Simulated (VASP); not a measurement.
A run of VASP 6.6.1 is set up as follows.

File INCAR:

```
SYSTEM = GaN
PREC = Accurate ; ENCUT = 520
EDIFF = 1E-7 ; ISMEAR = -1
SIGMA = 0.02 ; LREAL = .False.
LASPH = .True. ; NELM = 80
ALGO = Normal ; ISIF = 2
LWAVE = .False. ; LCHARG = .True.
GGA = PE ; LELF = .True.
LVHAR = .True. ; NBANDS = 16
```

The input KPOINTS:

```
regular mesh
0
Gamma
  10 10 10
  0 0 0
```

File POSCAR:

```
GaN
1.0
    0.0000000000      2.1085153661      2.1085153661
    2.1085153661      0.0000000000      2.1085153661
    2.1085153661      2.1085153661      0.0000000000
Ga N
1 1
Direct
    0.5000000000      0.5000000000      0.5000000000
    0.0000000000      0.0000000000      0.0000000000
```

Potentials or basis: VASP PAW PBE potentials, release 64 (Ga_d, N).

Launch:

```sh
$ cat potpaw_PBE.64/Ga_d/POTCAR potpaw_PBE.64/N/POTCAR > POTCAR
$ mpirun -np 1 vasp_std > vasp.out
```

(1) Predict the pressure.

(2) Estimate the band gap on the k mesh.

Answers

(1) 9.1 GPa.

(2) 0.66 eV, indirect (least direct gap 2.83 eV).
